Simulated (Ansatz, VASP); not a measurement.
# Two plane-wave programs on Ga3Se

The input INCAR:

```
PREC = Accurate
ENCUT = 520
EDIFF = 1E-7
ISMEAR = 0
SIGMA = 0.15
LREAL = False
LASPH = True
NELM = 60
ALGO = Normal
ISIF = 2
LWAVE = False
LCHARG = False
GGA = PS
IVDW = 12
NBANDS = 30
```

Contents of KPOINTS:

```
Automatic mesh
0
Gamma
  12 12 12
```

POSCAR

```
Ga3Se
1.0
    4.2249181734      0.0000000000      0.0000000000
    0.0000000000      4.2249181734      0.0000000000
    0.0000000000      0.0000000000      4.2249181734
Ga Se
3 1
Direct
    0.0000000000      0.5000000000      0.5000000000
    0.5000000000      0.0000000000      0.5000000000
    0.5000000000      0.5000000000      0.0000000000
    0.0000000000      0.0236690975      0.0000000000
```

Input for Ansatz:

```yaml
crystal:
  lattice:
    - [4.2249181734, 0.0, 0.0]
    - [0.0, 4.2249181734, 0.0]
    - [0.0, 0.0, 4.2249181734]
  atoms:
    - { symbol: Ga, position: [0.0, 0.5, 0.5] }
    - { symbol: Ga, position: [0.5, 0.0, 0.5] }
    - { symbol: Ga, position: [0.5, 0.5, 0.0] }
    - { symbol: Se, position: [0.0, 0.0236690975, 0.0] }
basis:
  ecutwfc: 420
kpoints:
  mp_grid: { grid: [12, 12, 12] }
hamiltonian:
  xc: pbesol
  dispersion: d3bj
scf:
  occupations: { method: gaussian, width: 0.15 }
output:
  forces: true
  stress: true
  eigenvalues: true
```

Alike in both runs: task single point; functional PBEsol; dispersion D3(BJ); k mesh 12 × 12 × 12; occupations gaussian, width 0.15 eV; no spin polarisation.

|  | VASP | Ansatz |
| --- | --- | --- |
| version | VASP 6.6.1 | Ansatz 0.2.0 |
| potentials or method | VASP PAW PBE potentials, release 64 (Ga_d, Se), cutoff 520 eV | scalar-relativistic, plane waves, PAW |
| valence electrons in the cell | 45 | 55 |

|  | VASP | Ansatz | Ansatz less VASP |
| --- | --- | --- | --- |
| gap on the k mesh at the Fermi level (eV) | none | none | - |
| pressure (GPa) | 0.3 | 0.2 | -0.12 |
| traceless stress, the component that is largest in VASP (GPa) | -0.10 | -0.10 | 0.000 |
| rms of the force components (eV/Å) | 0.069 | 0.068 | -0.0014 |

VASP's potentials were made for PBE, not for PBEsol. Atom by atom the forces differ by 0.002 eV/Å (rms over components). A gap of «none» marks a metal or a gap that the smearing closes. VASP's potentials hold 45 valence electrons a cell and Ansatz's 55, so a difference there can come from the potentials and not from the codes.
